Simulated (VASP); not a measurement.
# PbS (rocksalt type) (Fm-3m) in VASP: a series of runs

Runs on PbS (rocksalt type). Level: PBE. Tasks: relaxation of cell and atoms, single point.

Program: VASP 6.6.1. These are calculated values, not measurements. Logs are shortened: lines on timing, memory, paths and dates and some standing lists are left out, and cuts for length are marked.

## (1) The cell of the first run

The structure is cubic, space group Fm-3m (No. 225). The conventional cell has a = 5.332 Å, b = 5.332 Å, c = 5.332 Å, α = 90.00°, β = 90.00°, γ = 90.00°. Pb (site symmetry m-3m) has 6 S at 2.67 Å within 3.5 Å. S (site symmetry m-3m) has 6 Pb at 2.67 Å within 3.5 Å.

## (2) Relaxation of cell and atoms, PBE, target pressure 40 GPa, at which the enthalpy is minimised

Contents of INCAR:

```
SYSTEM = PbS
PREC = Accurate
ENCUT = 600
EDIFF = 1E-7
ISMEAR = -1
SIGMA = 0.1
LREAL = .FALSE.
LASPH = .TRUE.
NELM = 80
ALGO = Normal
ISIF = 3
LWAVE = .FALSE.
LCHARG = .FALSE.
GGA = PE
IBRION = 2
NSW = 32
EDIFFG = -0.005
PSTRESS = 400.0
```

Contents of KPOINTS:

```
Automatic mesh
0
G
  14 14 14
  0 0 0
```

Contents of POSCAR:

```
PbS
1.0
    0.0000000000      2.6658114349      2.6658114349
    2.6658114349      0.0000000000      2.6658114349
    2.6658114349      2.6658114349      0.0000000000
Pb S
1 1
Direct
    0.0000000000      0.0000000000      0.0000000000
    0.5000000000      0.5000000000      0.5000000000
```

Potentials or basis: VASP PAW PBE potentials, release 64 (Pb_d, S).

Started as:

```sh
> cat potpaw_PBE.64/Pb_d/POTCAR potpaw_PBE.64/S/POTCAR > POTCAR
> mpirun -np 1 vasp_std > vasp.out
```

OUTCAR:

```text
SYSTEM = PbS
   PREC = Accurate
   ENCUT = 600
   EDIFF = 1E-7
   ISMEAR = -1
   LREAL = .FALSE.
   LASPH = .TRUE.
   NELM = 80
   ISIF = 3
   GGA = PE
   IBRION = 2
   NSW = 32
   EDIFFG = -0.005
   PSTRESS = 400.0

 ion  position               nearest neighbor table
   1  0.000  0.000  0.000-   2 2.67   2 2.67   2 2.67   2 2.67   2 2.67   2 2.67
   2  0.500  0.500  0.500-   1 2.67   1 2.67   1 2.67   1 2.67   1 2.67   1 2.67

  LATTYP: Found a face centered cubic cell.
 ALAT       =     5.3316228698

  Lattice vectors:

 A1 = (   0.0000000000,   2.6658114349,   2.6658114349)
 A2 = (   2.6658114349,   0.0000000000,   2.6658114349)
 A3 = (   2.6658114349,   2.6658114349,   0.0000000000)

Analysis of symmetry for initial positions (statically):
=====================================================================
 Subroutine PRICEL returns:
 Original cell was already a primitive cell.

 Routine SETGRP: Setting up the symmetry group for a
 face centered cubic supercell.

 Subroutine GETGRP returns: Found 48 space group operations
 (whereof 48 operations were pure point group operations)
 out of a pool of 48 trial point group operations.

The static configuration has the point symmetry O_h .

Analysis of symmetry for dynamics (positions and initial velocities):
=====================================================================
 Subroutine PRICEL returns:
 Original cell was already a primitive cell.

 Routine SETGRP: Setting up the symmetry group for a
 face centered cubic supercell.

 Subroutine GETGRP returns: Found 48 space group operations
 (whereof 48 operations were pure point group operations)
 out of a pool of 48 trial point group operations.

The dynamic configuration has the point symmetry O_h .

 Subroutine INISYM returns: Found 48 space group operations
 (whereof 48 operations are pure point group operations),
 and found     1 'primitive' translations

----------------------------------------------------------------------------------------

                                     Primitive cell

  volume of cell :      37.8894

  direct lattice vectors                    reciprocal lattice vectors
     0.000000000  2.665811435  2.665811435    -0.187560153  0.187560153  0.187560153
     2.665811435  0.000000000  2.665811435     0.187560153 -0.187560153  0.187560153
     2.665811435  2.665811435  0.000000000     0.187560153  0.187560153 -0.187560153

  length of vectors
     3.770026686  3.770026686  3.770026686     0.324863714  0.324863714  0.324863714

  position of ions in fractional coordinates (direct lattice)
     0.000000000  0.000000000  0.000000000
     0.500000000  0.500000000  0.500000000

  ion indices of the primitive-cell ions
   primitive index   ion index
                 1           1
                 2           2

----------------------------------------------------------------------------------------

 KPOINTS: Automatic mesh

Automatic generation of k-mesh.
 Grid dimensions read from file:
 generate k-points for:   14   14   14

 Generating k-lattice:

  Cartesian coordinates                     Fractional coordinates (reciprocal lattice)
    -0.013397154  0.013397154  0.013397154     0.071428571  0.000000000  0.000000000
     0.013397154 -0.013397154  0.013397154     0.000000000  0.071428571  0.000000000
     0.013397154  0.013397154 -0.013397154     0.000000000  0.000000000  0.071428571

  Length of vectors
     0.023204551  0.023204551  0.023204551

  Shift w.r.t. Gamma in fractional coordinates (k-lattice)
     0.000000000  0.000000000  0.000000000

 Subroutine IBZKPT returns following result:
 ===========================================

 Found    104 irreducible k-points:

 Following reciprocal coordinates:
            Coordinates               Weight
  0.000000  0.000000  0.000000      1.000000
  0.071429  0.000000  0.000000      8.000000
  0.142857  0.000000  0.000000      8.000000
  0.214286  0.000000  0.000000      8.000000
  0.285714  0.000000  0.000000      8.000000
  0.357143  0.000000  0.000000      8.000000
[... 16 lines left out ...]
  0.214286  0.142857  0.000000     24.000000
  0.285714  0.142857  0.000000     24.000000
 [... further k-points ...]
   k-points           NKPTS =    104   k-points in BZ     NKDIM =    104   number of bands    NBANDS=     14
   number of dos      NEDOS =    301   number of ions     NIONS =      2
   total plane-waves  NPLWV =  27000
   dimension x,y,z NGX =    30 NGY =   30 NGZ =   30
   dimension x,y,z NGXF=    60 NGYF=   60 NGZF=   60
   ions per type =               1   1
   NGX,Y,Z   is equivalent  to a cutoff of  13.23, 13.23, 13.23 a.u.
   NGXF,Y,Z  is equivalent  to a cutoff of  26.46, 26.46, 26.46 a.u.
 SYSTEM =  PbS
   PREC   = accura    normal or accurate (medium, high low for compatibility)
   ISTART =      0    job   : 0-new  1-cont  2-samecut
   ICHARG =      2    charge: 1-file 2-atom 10-const
   ISPIN  =      1    spin polarized calculation?
   LNONCOLLINEAR =      F non collinear calculations
   LSORBIT =      F    spin-orbit coupling
   LASPH  =      T    aspherical Exc in radial PAW
   ENCUT  =  600.0 eV  44.10 Ry    6.64 a.u.   7.53  7.53  7.53*2*pi/ulx,y,z
   NELM   =     80;   NELMIN=  2; NELMDL= -5     # of ELM steps
   EDIFF  = 0.1E-06   stopping-criterion for ELM
   LREAL  =      F    real-space projection
   EDIFFG = -.5E-02   stopping-criterion for IOM
   NSW    =     32    number of steps for IOM
   IBRION =      2    ionic relax: 0-MD 1-quasi-New 2-CG
   NFREE  =      1    steps in history (QN), initial steepest desc. (CG)
   ISIF   =      3    stress and relaxation
   ISYM   =      2    0-nonsym 1-usesym 2-fastsym
   POTIM  = 0.5000    time-step for ionic-motion
   TEBEG  =    0.0;   TEEND  =   0.0 temperature during run
   PSTRESS=  400.0 pullay stress
   NELECT =      20.0000    total number of electrons
   NUPDOWN=      -1.0000    fix difference up-down
   EMIN   =  10.00;   EMAX   =-10.00  energy-range for DOS
   EFERMI =   0.00;   METHOD = LEGACY
   ISMEAR =    -1;   SIGMA  =   0.10  broadening in eV -4-tet -1-fermi 0-gaus
   EFERMI_NEDOS =   21; number of points for ismear=-14 and -15
   IALGO  =     38    algorithm
   IMIX   =      4    mixing-type and parameters
     AMIX     =   0.40;   BMIX     =  1.00
     AMIX_MAG =   1.60;   BMIX_MAG =  1.00
  volume/ion in A,a.u.               =      18.94       127.85
  Fermi-wavevector in a.u.,A,eV,Ry     =   1.323058  2.500216 23.816744  1.750481
  Thomas-Fermi vector in A             =   2.452693
   LORBIT       =      0    0 simple, 1 ext, 2 COOP (PROOUT), +10 PAW based schemes
   GGA     = PE    functional components
   LHFCALC =     F    Hartree Fock is set to
   AEXX    =    0.0000 exact exchange contribution
   IVDW    =     0    specifies the selected vdW correction
   LEPSILON=     F    determine dielectric tensor
   LRPA    =     F    only Hartree local field effects (RPA)
 conjugate gradient relaxation of ions
 non-spin polarized calculation
  energy-cutoff  :      600.00
  volume of cell :       37.89
 maximum number of plane-waves:      1295
   NGX = 15   NGY = 15   NGZ = 15

 number of electron      20.0000001 magnetization

 Free energy of the ion-electron system (eV)
  ---------------------------------------------------
  ext. energy  EPLUGINS =         0.00000000
  ---------------------------------------------------
  free energy    TOTEN  =        -7.26640417 eV

  energy without entropy =       -7.26002303  energy(sigma->0) =       -7.26321360

 E-fermi :  10.5415     XC(G=0): -11.2848

 val. band max:       10.4364710156   @ k =  -0.4286   0.0714   0.0000
 cond. band min:      10.5679490914   @ k =  -0.4286   0.0714   0.0000
 fundamental gap:      0.1314780758
 Fermi energy:        10.5414963902

 k-point     1 :       0.0000    0.0000    0.0000
  band No.  band energies     occupation
      1      -6.9974      2.00000
      2      -6.9974      2.00000
      3      -6.9974      2.00000
      4      -6.9962      2.00000
      5      -6.9962      2.00000
      6      -6.3480      2.00000
      7       5.5215      2.00000
      8       6.7475      2.00000
      9       6.7475      2.00000
     10       6.7475      2.00000
     11      16.5030      0.00000
     12      16.5030      0.00000
     13      16.5030      0.00000
     14      16.9760      0.00000

 k-point     2 :       0.0714    0.0000    0.0000
  band No.  band energies     occupation
      1      -7.0025      2.00000
      2      -7.0025      2.00000
      3      -6.9978      2.00000
      4      -6.9899      2.00000
      5      -6.9899      2.00000
      6      -6.2794      2.00000
      7       4.8265      2.00000
      8       6.7769      2.00000
      9       6.7770      2.00000
     10       7.3821      2.00000
     11      15.5251      0.00000
     12      16.0680      0.00000
     13      16.0680      0.00000
     14      16.9609      0.00000

 k-point     3 :       0.1429    0.0000    0.0000
  band No.  band energies     occupation
      1      -7.0196      2.00000
      2      -7.0196      2.00000
      3      -7.0004      2.00000
      4      -6.9696      2.00000
      5      -6.9696      2.00000
      6      -6.0746      2.00000
      7       3.7240      2.00000
      8       6.8635      2.00000
      9       6.8635      2.00000
     10       8.2929      2.00000
     11      14.3089      0.00000
     12      15.0712      0.00000
     13      15.0712      0.00000
     14      17.0492      0.00000

 k-point     4 :       0.2143    0.0000    0.0000
  band No.  band energies     occupation
      1      -7.0440      2.00000
      2      -7.0440      2.00000
      3      -7.0059      2.00000
      4      -6.9401      2.00000
      5      -6.9401      2.00000
      6      -5.7415      2.00000
      7       2.5848      2.00000
      8       7.0006      2.00000
      9       7.0006      2.00000
     10       9.0820      2.00000
     11      13.2414      0.00000
     12      14.0346      0.00000
     13      14.0346      0.00000
     14      17.0907      0.00000

 k-point     5 :       0.2857    0.0000    0.0000
  band No.  band energies     occupation
      1      -7.0711      2.00000
      2      -7.0711      2.00000
      3      -7.0133      2.00000
      4      -6.9070      2.00000
      5      -6.9070      2.00000
      6      -5.3010      2.00000
      7       1.4850      2.00000
      8       7.1745      2.00000
      9       7.1745      2.00000
     10       9.6509      1.99973
     11      12.4088      0.00000
[... 276 lines left out ...]
 k-point    22 :       0.1429    0.1429    0.0000
  band No.  band energies     occupation
      1      -7.0929      2.00000
      2      -7.0153      2.00000
      3      -6.9809      2.00000
      4      -6.9635      2.00000
      5      -6.9635      2.00000
      6      -5.9385      2.00000
      7       3.7899      2.00000
      8       6.3877      2.00000
      9       6.3877      2.00000
     10       8.9876      2.00000
     11      13.2505      0.00000
     12      15.0405      0.00000
     13      15.6550      0.00000
     14      15.6550      0.00000

 k-point    23 :       0.2143    0.1429    0.0000
  band No.  band energies     occupation
      1      -7.1479      2.00000
      2      -7.0207      2.00000
      3      -6.9882      2.00000
      4      -6.9477      2.00000
      5      -6.9347      2.00000
      6      -5.6597      2.00000
      7       3.1448      2.00000
      8       6.2658      2.00000
      9       6.3725      2.00000
     10       9.3117      1.99999
     11      12.5572      0.00000
     12      14.4796      0.00000
     13      15.4083      0.00000
     14      15.8582      0.00000

 k-point    24 :       0.2857    0.1429    0.0000
  band No.  band energies     occupation
      1      -7.1930      2.00000
      2      -7.0202      2.00000
      3      -7.0079      2.00000
      4      -6.9332      2.00000
      5      -6.8998      2.00000
      6      -5.2667      2.00000
      7       2.2448      2.00000
      8       6.2448      2.00000
      9       6.5025      2.00000
     10       9.2321      2.00000
     11      12.2450      0.00000
     12      14.0751      0.00000
     13      14.8474      0.00000
     14      16.1806      0.00000

 [... further k-points ...]

------------------------ aborting loop because EDIFF is reached ----------------------------------------

  FORCE on cell =-STRESS in cart. coord.  units (eV):
  Direction    XX          YY          ZZ          XY          YZ          ZX
  --------------------------------------------------------------------------------------
  -------------------------------------------------------------------------------------
  Total        9.4508983      9.4508983      9.4508983     -0.0000000     -0.0000000     -0.0000000
  in kB      399.6367286    399.6367286    399.6367286     -0.0000000     -0.0000000     -0.0000000
  external PRESSURE =      -0.3632714 kB  Pullay stress =     400.0000000 kB

 VOLUME and BASIS-vectors are now :
 -----------------------------------------------------------------------------
  energy-cutoff  :      600.00
  volume of cell :       37.89
      direct lattice vectors                 reciprocal lattice vectors
     0.000000000  2.665811435  2.665811435    -0.187560153  0.187560153  0.187560153
     2.665811435  0.000000000  2.665811435     0.187560153 -0.187560153  0.187560153
     2.665811435  2.665811435  0.000000000     0.187560153  0.187560153 -0.187560153

 POSITION                                       TOTAL-FORCE (eV/Angst)
 -----------------------------------------------------------------------------------
      0.00000      0.00000      0.00000         0.000000      0.000000     -0.000000
      2.66581      2.66581      2.66581        -0.000000     -0.000000      0.000000
 -----------------------------------------------------------------------------------
    total drift:                               -0.000000      0.000000      0.000000

  FREE ENERGIE OF THE ION-ELECTRON SYSTEM (eV)
  ---------------------------------------------------
  free  energy   TOTEN  =        -7.2664041737 eV

  energy  without entropy=       -7.2600230291  energy(sigma->0) =       -7.26321360

  enthalpy is  TOTEN    =         2.1930849925 eV   P V=        9.4594891662

 reached required accuracy - stopping structural energy minimisation
```

Wall time 82 s (1 thread of AMD EPYC 7R13, shared host); peak memory 0.19 GiB.

Results:

- Free energy: -7.2664 eV
- Pressure after relaxing: 40.0 GPa
- Band gap on the k mesh: 0.13 eV

Final structure:
```
Pb S
1.0
     0.00000    2.66581    2.66581
     2.66581    0.00000    2.66581
     2.66581    2.66581    0.00000
Pb S
1 1
Direct
  0.00000 0.00000 0.00000
  0.50000 0.50000 0.50000
```

Caveat: the relaxation stopped at its first step, so nothing moved; the cell is relaxed towards a set pressure, so the run minimises the enthalpy, not the energy; spin-orbit coupling is left out, which moves the levels of the heavy elements. A k mesh can miss the band edges.

(Continued in part 2 of 2.)
